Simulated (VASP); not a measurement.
# KCl in VASP: notebook

Runs on KCl. Level: PBE. Tasks: single point.

Everything below comes from runs of VASP 6.6.1. Logs are shortened: lines on timing, memory, paths and dates and some standing lists are left out, and cuts for length are marked.

### 1 The cell of the first run

The structure is cubic, space group Pm-3m (No. 221). The conventional cell has a = 3.801 Å, b = 3.801 Å, c = 3.801 Å, α = 90.00°, β = 90.00°, γ = 90.00°. Within 4.3 Å of K (site symmetry m-3m) lie 8 Cl at 3.29 Å and 6 K at 3.80 Å. Within 4.3 Å of Cl (site symmetry m-3m) lie 8 K at 3.29 Å and 6 Cl at 3.80 Å.

### 2 Single point, PBE (strained)

The input, INCAR:

```
SYSTEM = KCl
PREC = Accurate ; ENCUT = 520
EDIFF = 1E-6 ; ISMEAR = 0
SIGMA = 0.02 ; LREAL = .FALSE.
LASPH = .TRUE. ; NELM = 80
ALGO = Normal ; ISIF = 2
LWAVE = .FALSE. ; LCHARG = .FALSE.
GGA = PE ; NBANDS = 15
```

The input, KPOINTS:

```
regular mesh
0
G
  6 6 6
  0 0 0
```

The input, POSCAR:

```
KCl
1.0
    3.8006120802      0.0000000000      0.0000000000
    0.0000000000      3.8006120802      0.0000000000
    0.0000000000      0.0000000000      3.8006120802
K Cl
1 1
Direct
    0.0000000000      0.0000000000      0.0000000000
    0.5000000000      0.5000000000      0.5000000000
```

Potentials or basis: VASP PAW PBE potentials, release 64 (K_sv, Cl).

Started as:

```console
> cat potpaw_PBE.64/K_sv/POTCAR potpaw_PBE.64/Cl/POTCAR > POTCAR
> mpirun -np 1 vasp_std > vasp.out
```

OUTCAR:

```text
SYSTEM = KCl
   PREC = Accurate
   ENCUT = 520
   EDIFF = 1E-6
   ISMEAR = 0
   LREAL = .FALSE.
   LASPH = .TRUE.
   NELM = 80
   ISIF = 2
   GGA = PE

 ion  position               nearest neighbor table
   1  0.000  0.000  0.000-
   2  0.500  0.500  0.500-

  LATTYP: Found a simple cubic cell.
 ALAT       =     3.8006120802

  Lattice vectors:

 A1 = (   3.8006120802,   0.0000000000,   0.0000000000)
 A2 = (   0.0000000000,   3.8006120802,   0.0000000000)
 A3 = (   0.0000000000,   0.0000000000,   3.8006120802)

Analysis of symmetry for initial positions (statically):
=====================================================================
 Subroutine PRICEL returns:
 Original cell was already a primitive cell.

 Routine SETGRP: Setting up the symmetry group for a
 simple cubic supercell.

 Subroutine GETGRP returns: Found 48 space group operations
 (whereof 48 operations were pure point group operations)
 out of a pool of 48 trial point group operations.

The static configuration has the point symmetry O_h .

Analysis of symmetry for dynamics (positions and initial velocities):
=====================================================================
 Subroutine PRICEL returns:
 Original cell was already a primitive cell.

 Routine SETGRP: Setting up the symmetry group for a
 simple cubic supercell.

 Subroutine GETGRP returns: Found 48 space group operations
 (whereof 48 operations were pure point group operations)
 out of a pool of 48 trial point group operations.

The dynamic configuration has the point symmetry O_h .

 Subroutine INISYM returns: Found 48 space group operations
 (whereof 48 operations are pure point group operations),
 and found     1 'primitive' translations

----------------------------------------------------------------------------------------

                                     Primitive cell

  volume of cell :      54.8985

  direct lattice vectors                    reciprocal lattice vectors
     3.800612080  0.000000000  0.000000000     0.263115514  0.000000000  0.000000000
     0.000000000  3.800612080  0.000000000     0.000000000  0.263115514  0.000000000
     0.000000000  0.000000000  3.800612080     0.000000000  0.000000000  0.263115514

  length of vectors
     3.800612080  3.800612080  3.800612080     0.263115514  0.263115514  0.263115514

  position of ions in fractional coordinates (direct lattice)
     0.000000000  0.000000000  0.000000000
     0.500000000  0.500000000  0.500000000

  ion indices of the primitive-cell ions
   primitive index   ion index
                 1           1
                 2           2

----------------------------------------------------------------------------------------

 KPOINTS: regular mesh

Automatic generation of k-mesh.
 Grid dimensions read from file:
 generate k-points for:    6    6    6

 Generating k-lattice:

  Cartesian coordinates                     Fractional coordinates (reciprocal lattice)
     0.043852586  0.000000000  0.000000000     0.166666667  0.000000000  0.000000000
     0.000000000  0.043852586  0.000000000     0.000000000  0.166666667  0.000000000
     0.000000000  0.000000000  0.043852586     0.000000000  0.000000000  0.166666667

  Length of vectors
     0.043852586  0.043852586  0.043852586

  Shift w.r.t. Gamma in fractional coordinates (k-lattice)
     0.000000000  0.000000000  0.000000000

 Subroutine IBZKPT returns following result:
 ===========================================

 Found     20 irreducible k-points:

 Following reciprocal coordinates:
            Coordinates               Weight
  0.000000  0.000000  0.000000      1.000000
  0.166667  0.000000  0.000000      6.000000
  0.333333  0.000000  0.000000      6.000000
  0.500000  0.000000  0.000000      3.000000
  0.166667  0.166667  0.000000     12.000000
  0.333333  0.166667  0.000000     24.000000
[... 12 lines left out ...]
  0.500000  0.500000  0.333333      6.000000
  0.500000  0.500000  0.500000      1.000000
   k-points           NKPTS =     20   k-points in BZ     NKDIM =     20   number of bands    NBANDS=     15
   number of dos      NEDOS =    301   number of ions     NIONS =      2
   total plane-waves  NPLWV =  21952
   dimension x,y,z NGX =    28 NGY =   28 NGZ =   28
   dimension x,y,z NGXF=    56 NGYF=   56 NGZF=   56
   ions per type =               1   1
   NGX,Y,Z   is equivalent  to a cutoff of  12.25, 12.25, 12.25 a.u.
   NGXF,Y,Z  is equivalent  to a cutoff of  24.50, 24.50, 24.50 a.u.
 SYSTEM =  KCl
   PREC   = accura    normal or accurate (medium, high low for compatibility)
   ISTART =      0    job   : 0-new  1-cont  2-samecut
   ICHARG =      2    charge: 1-file 2-atom 10-const
   ISPIN  =      1    spin polarized calculation?
   LNONCOLLINEAR =      F non collinear calculations
   LSORBIT =      F    spin-orbit coupling
   LASPH  =      T    aspherical Exc in radial PAW
   ENCUT  =  520.0 eV  38.22 Ry    6.18 a.u.   7.07  7.07  7.07*2*pi/ulx,y,z
   NELM   =     80;   NELMIN=  2; NELMDL= -5     # of ELM steps
   EDIFF  = 0.1E-05   stopping-criterion for ELM
   LREAL  =      F    real-space projection
   EDIFFG = 0.1E-04   stopping-criterion for IOM
   NSW    =      0    number of steps for IOM
   IBRION =     -1    ionic relax: 0-MD 1-quasi-New 2-CG
   NFREE  =      0    steps in history (QN), initial steepest desc. (CG)
   ISIF   =      2    stress and relaxation
   ISYM   =      2    0-nonsym 1-usesym 2-fastsym
   POTIM  = 0.5000    time-step for ionic-motion
   TEBEG  =    0.0;   TEEND  =   0.0 temperature during run
   PSTRESS=    0.0 pullay stress
   NELECT =      16.0000    total number of electrons
   NUPDOWN=      -1.0000    fix difference up-down
   EMIN   =  10.00;   EMAX   =-10.00  energy-range for DOS
   EFERMI =   0.00;   METHOD = LEGACY
   ISMEAR =     0;   SIGMA  =   0.02  broadening in eV -4-tet -1-fermi 0-gaus
   EFERMI_NEDOS =   21; number of points for ismear=-14 and -15
   IALGO  =     38    algorithm
   IMIX   =      4    mixing-type and parameters
     AMIX     =   0.40;   BMIX     =  1.00
     AMIX_MAG =   1.60;   BMIX_MAG =  1.00
  volume/ion in A,a.u.               =      27.45       185.24
  Fermi-wavevector in a.u.,A,eV,Ry     =   1.085412  2.051131 16.029285  1.178119
  Thomas-Fermi vector in A             =   2.221525
   LORBIT       =      0    0 simple, 1 ext, 2 COOP (PROOUT), +10 PAW based schemes
   GGA     = PE    functional components
   LHFCALC =     F    Hartree Fock is set to
   AEXX    =    0.0000 exact exchange contribution
   IVDW    =     0    specifies the selected vdW correction
   LEPSILON=     F    determine dielectric tensor
   LRPA    =     F    only Hartree local field effects (RPA)
 non-spin polarized calculation
 Gauss-broadening in eV      SIGMA  =   0.02
  energy-cutoff  :      520.00
  volume of cell :       54.90
 maximum number of plane-waves:      1498
   NGX = 15   NGY = 15   NGZ = 15

 number of electron      16.0000008 magnetization

 Free energy of the ion-electron system (eV)
  ---------------------------------------------------
  ext. energy  EPLUGINS =         0.00000000
  ---------------------------------------------------
  free energy    TOTEN  =        -6.65207684 eV

  energy without entropy =       -6.65207684  energy(sigma->0) =       -6.65207684

 E-fermi :  -0.5868     XC(G=0):  -8.2032

 val. band max:       -0.6824697023   @ k =   0.5000   0.5000   0.0000
 cond. band min:       4.2429166134   @ k =   0.0000   0.0000   0.0000
 fundamental gap:      4.9253863157
 Fermi energy:        -0.5868218742

 k-point     1 :       0.0000    0.0000    0.0000
  band No.  band energies     occupation
      1     -28.6930      2.00000
      2     -13.3064      2.00000
      3     -12.0735      2.00000
      4     -12.0735      2.00000
      5     -12.0735      2.00000
      6      -0.8914      2.00000
      7      -0.8914      2.00000
      8      -0.8914      2.00000
      9       4.2429      0.00000
     10       5.8612      0.00000
     11       5.8612      0.00000
     12      10.0400      0.00000
     13      10.0400      0.00000
     14      10.0400      0.00000
     15      13.0540      0.00000

 k-point     2 :       0.1667    0.0000    0.0000
  band No.  band energies     occupation
      1     -28.6876      2.00000
      2     -13.3513      2.00000
      3     -12.0651      2.00000
      4     -12.0651      2.00000
      5     -12.0385      2.00000
      6      -1.3903      2.00000
      7      -0.8946      2.00000
      8      -0.8946      2.00000
      9       4.8678      0.00000
     10       6.0908      0.00000
     11       6.4237      0.00000
     12       9.9430      0.00000
     13       9.9430      0.00000
     14      10.1719      0.00000
     15      12.0692      0.00000

 k-point     3 :       0.3333    0.0000    0.0000
  band No.  band energies     occupation
      1     -28.6768      2.00000
      2     -13.4433      2.00000
      3     -12.0482      2.00000
      4     -12.0482      2.00000
      5     -11.9603      2.00000
      6      -2.1822      2.00000
      7      -0.9019      2.00000
      8      -0.9019      2.00000
      9       6.1666      0.00000
     10       6.7176      0.00000
     11       7.4937      0.00000
     12       9.8654      0.00000
     13       9.8654      0.00000
     14      10.4016      0.00000
     15      10.4782      0.00000
[... 271 lines left out ...]
 k-point    19 :       0.5000    0.5000    0.3333
  band No.  band energies     occupation
      1     -28.6371      2.00000
      2     -12.9128      2.00000
      3     -12.2718      2.00000
      4     -12.2718      2.00000
      5     -12.1975      2.00000
      6      -2.0244      2.00000
      7      -2.0244      2.00000
      8      -1.7648      2.00000
      9       7.2803      0.00000
     10       8.1647      0.00000
     11       8.1647      0.00000
     12       8.6930      0.00000
     13       9.7425      0.00000
     14       9.7425      0.00000
     15      11.6681      0.00000

 k-point    20 :       0.5000    0.5000    0.5000
  band No.  band energies     occupation
      1     -28.6324      2.00000
      2     -12.8743      2.00000
      3     -12.2569      2.00000
      4     -12.2569      2.00000
      5     -12.2569      2.00000
      6      -2.0604      2.00000
      7      -2.0604      2.00000
      8      -2.0604      2.00000
      9       8.2215      0.00000
     10       8.2215      0.00000
     11       8.2215      0.00000
     12       9.3340      0.00000
     13       9.3340      0.00000
     14       9.3340      0.00000
     15      11.6955      0.00000

------------------------ aborting loop because EDIFF is reached ----------------------------------------

  FORCE on cell =-STRESS in cart. coord.  units (eV):
  Direction    XX          YY          ZZ          XY          YZ          ZX
  --------------------------------------------------------------------------------------
  -------------------------------------------------------------------------------------
  Total        0.1933697      0.1933697      0.1933697      0.0000000      0.0000000     -0.0000000
  in kB        5.6433681      5.6433681      5.6433681      0.0000000      0.0000000     -0.0000000
  external PRESSURE =       5.6433681 kB  Pullay stress =       0.0000000 kB

 VOLUME and BASIS-vectors are now :
 -----------------------------------------------------------------------------
  energy-cutoff  :      520.00
  volume of cell :       54.90
      direct lattice vectors                 reciprocal lattice vectors
     3.800612080  0.000000000  0.000000000     0.263115514  0.000000000  0.000000000
     0.000000000  3.800612080  0.000000000     0.000000000  0.263115514  0.000000000
     0.000000000  0.000000000  3.800612080     0.000000000  0.000000000  0.263115514

 POSITION                                       TOTAL-FORCE (eV/Angst)
 -----------------------------------------------------------------------------------
      0.00000      0.00000      0.00000         0.000000      0.000000      0.000000
      1.90031      1.90031      1.90031         0.000000      0.000000      0.000000
 -----------------------------------------------------------------------------------
    total drift:                                0.000000      0.000000      0.000000

  FREE ENERGIE OF THE ION-ELECTRON SYSTEM (eV)
  ---------------------------------------------------
  free  energy   TOTEN  =        -6.6520768439 eV

  energy  without entropy=       -6.6520768439  energy(sigma->0) =       -6.65207684
```

It took 17 s on 1 thread of AMD EPYC 7R43 (Zen 3), shared host; peak memory 0.13 GiB.

Results:

| Item | Value |
| --- | --- |
| Free energy | -6.6521 eV |
| Pressure | 0.6 GPa |
| Band gap on the k mesh | 4.93 eV (least direct gap 5.13 eV) |

Levels at points of the mesh, in eV from the valence-band top:
```tsv
k point	band 5	band 6	band 7	band 8	band 9	band 10	band 11	band 12
(0.00, 0.00, 0.00)	-11.39	-0.21	-0.21	-0.21	4.93	6.54	6.54	10.72
(0.50, 0.00, 0.00)	-11.23	-1.84	-0.22	-0.22	7.85	7.93	8.41	10.15
(0.50, 0.50, 0.00)	-11.33	-1.24	-1.24	0.00	6.21	7.32	8.97	8.97
(0.50, 0.50, 0.50)	-11.57	-1.38	-1.38	-1.38	8.90	8.90	8.90	10.02
```

Caveat: the cell differs from its parent crystal (strained).

### 3 Single point, PBE (strained)

The input, INCAR:

```
SYSTEM = KCl
ALGO     = Normal         ! electronic algorithm
EDIFF    = 1E-7           ! SCF threshold, eV
ENCUT    = 520            ! plane-wave cutoff, eV
GGA      = PE             ! functional
ISIF     = 2              ! what is computed and relaxed
ISMEAR   = 0              ! smearing method
LASPH    = .TRUE.         ! aspherical terms in the spheres
LCHARG   = .FALSE.        ! write CHGCAR
LREAL    = .FALSE.        ! projectors in reciprocal space
LWAVE    = .FALSE.        ! write WAVECAR
NBANDS   = 15             ! bands
NELM     = 100            ! most SCF steps
PREC     = Accurate       ! precision mode
SIGMA    = 0.02           ! smearing width, eV
```

The input, KPOINTS:

```
k-points
0
G
  6 6 6
  0 0 0
```

The input, POSCAR:

```
KCl
1.0
    3.8818494676      0.0000000000      0.0000000000
    0.0000000000      3.8818494676      0.0000000000
    0.0000000000      0.0000000000      3.8818494676
K Cl
1 1
Direct
    0.0000000000      0.0000000000      0.0000000000
    0.5000000000      0.5000000000      0.5000000000
```

Potentials or basis: VASP PAW PBE potentials, release 64 (K_sv, Cl).

Started as:

```console
> cat potpaw_PBE.64/K_sv/POTCAR potpaw_PBE.64/Cl/POTCAR > POTCAR
> mpirun -np 1 vasp_std > vasp.out
```

Wall time 20 s (1 thread of AMD EPYC 7R43 (Zen 3), shared host); peak memory 0.13 GiB.

It converged, with:

```yaml
Free_energy: -6.6519 eV
Pressure: -0.6 GPa
Band_gap_on_the_k_mesh: 4.66 eV (least direct gap 4.86 eV)
```

Levels at points of the mesh, in eV from the valence-band top:
```csv
k point,band 4,band 5,band 6,band 7,band 8,band 9,band 10,band 11,band 12,band 13
"(0.00, 0.00, 0.00)",-11.52,-11.52,-0.20,-0.20,-0.20,4.66,6.59,6.59,10.55,10.55
"(0.50, 0.00, 0.00)",-11.49,-11.37,-1.67,-0.20,-0.20,7.54,7.88,8.05,10.12,10.36
"(0.50, 0.50, 0.00)",-11.72,-11.47,-1.14,-1.14,0.00,6.16,7.24,8.90,8.90,11.07
"(0.50, 0.50, 0.50)",-11.67,-11.67,-1.23,-1.23,-1.23,8.70,8.70,8.70,9.74,9.74
```

Caveat: the cell differs from its parent crystal (strained). A k mesh can miss the band edges.

[end of part 1 of 2]
